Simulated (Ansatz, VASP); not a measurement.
## Zr2HS4: VASP beside Ansatz

```
S Zr H
1.0
     7.29768    0.00000    0.00000
    -3.64884    6.31997    0.00000
     0.00000    0.00000   20.91715
S Zr H
8 4 2
Direct
  0.33333 0.16667 0.19123
  0.33333 0.66667 0.19123
  0.83333 0.16667 0.19123
  0.83333 0.66667 0.19123
  0.16667 0.33333 0.33069
  0.16667 0.83333 0.33069
  0.66667 0.33333 0.33069
  0.66667 0.83333 0.33069
  0.00000 0.00000 0.26096
  0.00000 0.50000 0.26096
  0.50000 0.00000 0.26096
  0.50000 0.50000 0.26096
  0.32826 0.65651 0.38280
  0.50508 0.01015 0.38280
```

Alike in both runs: task single point; functional PBE; dispersion D3(BJ); k mesh 6 × 6 × 1; occupations gaussian, width 0.05 eV; no spin polarisation.

|  | VASP | Ansatz |
| --- | --- | --- |
| version | VASP 6.6.1 | Ansatz 0.2.0 |
| potentials or method | VASP PAW PBE potentials, release 64 (S, Zr_sv, H), cutoff 400 eV | scalar-relativistic, plane waves, PAW |
| valence electrons in the cell | 98 | 98 |

|  | VASP | Ansatz | Ansatz less VASP |
| --- | --- | --- | --- |
| gap on the k mesh at the Fermi level (eV) | 0.09 | 0.09 | -0.004 |
| least direct gap on the mesh (eV) | 0.16 | 0.16 | -0.001 |
| rms of the force components (eV/Å) | 0.292 | 0.291 | -0.0010 |
